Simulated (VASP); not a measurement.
Input of a VASP 6.6.1 run:

Contents of INCAR:

```
SYSTEM = Ru
ALGO = Normal
EDIFF = 1E-6
ENCUT = 560
GGA_COMPAT = .FALSE.
ISIF = 2
ISMEAR = 0
LASPH = .TRUE.
LCHARG = .FALSE.
LREAL = .FALSE.
LWAVE = .FALSE.
NBANDS = 23
NELM = 120
PREC = Accurate
SIGMA = 0.1
```

File KPOINTS:

```
k-points
0
G
  15 15 8
  0 0 0
```

Contents of POSCAR:

```
Ru
1.0
    2.6738874567      0.0000000000      0.0000000000
   -1.3369437283      2.3156544644      0.0000000000
    0.0000000000      0.0000000000      4.2264002556
Ru
2
Direct
    0.3333333333      0.6666666667      0.2500000000
    0.6666666667      0.3333333333      0.7500000000
```

Potentials or basis: VASP PAW LDA potentials, release 64 (Ru_sv).

Launch:

```console
$ cat potpaw_LDA.64/Ru_sv/POTCAR > POTCAR
$ mpirun -np 1 vasp_std > vasp.out
```

Predict the band gap on the k mesh.

zero (bands 16 and 17 overlap by 3.29 eV).

Predict the pressure.

0.6 GPa.

Stress tensor (GPa, compression positive):
```
0.60 0.00 0.00
0.00 0.60 0.00
0.00 0.00 0.49
```
